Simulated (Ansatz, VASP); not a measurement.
## One calculation of Ga2P, two programs

File INCAR:

```
PREC = Accurate
ENCUT = 500
EDIFF = 1E-6
ISMEAR = 0
SIGMA = 0.1
LREAL = False
LASPH = True
NELM = 120
ALGO = Normal
ISIF = 2
LWAVE = False
LCHARG = True
GGA = PE
LELF = True
LVHAR = True
NBANDS = 40
GGA_COMPAT = False
```

KPOINTS

```
Automatic mesh
0
Gamma
  4 4 4
```

File POSCAR:

```
Ga2P
1.0
    3.9898914256      0.0000000000      0.0000000000
    0.0000000000      3.9898914256      0.0000000000
    0.0000000000      0.0000000000      6.0877827339
Ga P
4 2
Direct
    0.0000000000      0.0000000000      0.0000000000
    0.5000000000      0.5000000000      0.0000000000
    0.0000000000      0.5000000000      0.2700000000
    0.5000000000      0.0000000000      0.7300000000
    0.0000000000      0.5000000000      0.7000000000
    0.5000000000      0.0000000000      0.3000000000
```

Input for Ansatz:

```yaml
crystal:
  lattice:
    - [3.9898914256, 0.0, 0.0]
    - [0.0, 3.9898914256, 0.0]
    - [0.0, 0.0, 6.0877827339]
  atoms:
    - { symbol: Ga, position: [0.0, 0.0, 0.0] }
    - { symbol: Ga, position: [0.5, 0.5, 0.0] }
    - { symbol: Ga, position: [0.0, 0.5, 0.27] }
    - { symbol: Ga, position: [0.5, 0.0, 0.73] }
    - { symbol: P, position: [0.0, 0.5, 0.7] }
    - { symbol: P, position: [0.5, 0.0, 0.3] }
basis:
  ecutwfc: 420
kpoints:
  mp_grid: { grid: [4, 4, 4] }
hamiltonian:
  xc: pbe
scf:
  occupations: { method: gaussian, width: 0.1 }
  lower_state_search: "off"
output:
  forces: true
  stress: true
  eigenvalues: true
```

Alike in both runs: task single point; functional PBE; k mesh 4 × 4 × 4; occupations gaussian, width 0.1 eV; no spin polarisation.

|  | VASP | Ansatz |
| --- | --- | --- |
| version | VASP 6.6.1 | Ansatz 0.2.0 |
| potentials or method | VASP PAW PBE potentials, release 64 (Ga_d, P), cutoff 500 eV | scalar-relativistic, plane waves, PAW |
| valence electrons in the cell | 62 | 62 |

Ansatz gave:

| Item | Value |
| --- | --- |
| gap on the k mesh at the Fermi level (eV) | none |
| pressure (GPa) | 13.2 |
| traceless stress, the component that is largest in VASP (GPa) | 1.29 |
| rms of the force components (eV/Å) | 0.956 |

**Question.** Estimate VASP's values.

**Answer.** gap on the k mesh at the Fermi level (eV): none; pressure (GPa): 13.4; traceless stress, the component that is largest in VASP (GPa): 1.31; rms of the force components (eV/Å): 0.961.

Atom by atom the forces differ by 0.005 eV/Å (rms over components). A gap of «none» marks a metal or a gap that the smearing closes.

The k mesh is coarse, so the values compare programs but aren't converged.
